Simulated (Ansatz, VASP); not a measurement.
# Mn in VASP and in Ansatz

```
CELL_PARAMETERS angstrom
2.38582 0.00000 0.00000
0.00000 2.38582 0.00000
0.00000 0.00000 2.38582
ATOMIC_POSITIONS crystal
Mn 0.00000 0.00000 0.00000
```

Alike in both runs: task single point; functional revPBE; k mesh 15 × 15 × 15; occupations fermi-dirac, width 0.1 eV; no spin polarisation.

|  | VASP | Ansatz |
| --- | --- | --- |
| version | VASP 6.6.1 | Ansatz 0.2.0 |
| potentials or method | VASP PAW PBE potentials, release 64 (Mn_pv), cutoff 520 eV | plane waves (420 eV) with PAW, scalar-relativistic |
| valence electrons in the cell | 13 | 15 |

Ansatz gave:

* pressure (GPa): -17.7

Task: Which values does VASP return?

Result: Pressure (GPa): -17.5.

VASP's potentials were made for PBE, not for revPBE. VASP's potentials hold 13 valence electrons a cell and Ansatz's 15, so a difference there can come from the potentials and not from the codes.
